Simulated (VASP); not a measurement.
Write the native input for VASP 6.6.1 that does the following.

* Task: single point
* Functional: PBEsol
* Potentials or basis: VASP PAW PBE potentials, release 64 (Cu)
* Cutoff: 600 eV
* k mesh: 11 × 11 × 11
* Occupations: fermi-dirac, width 0.1 eV
* Spin: no spin polarisation
* Dipole correction: no
* Further INCAR settings: ALGO = Normal; EDIFF = 1e-06; NBANDS = 12

The structure of Cu lies in POSCAR:

```
Cu
1.0
    0.0000000000      1.8075000000      1.8075000000
    1.8075000000      0.0000000000      1.8075000000
    1.8075000000      1.8075000000      0.0000000000
Cu
1
Direct
    0.0000000000      0.0000000000      0.0000000000
```

These files were run (other wordings do the same):

INCAR

```
PREC = Accurate
ENCUT = 600
EDIFF = 1E-6
ISMEAR = -1
SIGMA = 0.1
LREAL = F
LASPH = T
NELM = 120
ALGO = Normal
ISIF = 2
LWAVE = F
LCHARG = F
GGA = PS
NBANDS = 12
GGA_COMPAT = F
```

KPOINTS

```
Automatic mesh
0
Gamma
  11 11 11
```

Potentials or basis: VASP PAW PBE potentials, release 64 (Cu).

Run with:

```console
$ cat potpaw_PBE.64/Cu/POTCAR > POTCAR
$ mpirun -np 1 vasp_std > vasp.out
```

Results of the run:

| Quantity | Value |
| --- | --- |
| Pressure | -5.9 GPa |

Caveat: the PAW data sets were made with another functional, which shifts forces and pressure a little.

It took 15 s on 1 thread of AMD EPYC 7R13, on a shared host, peak memory 0.1 GiB.
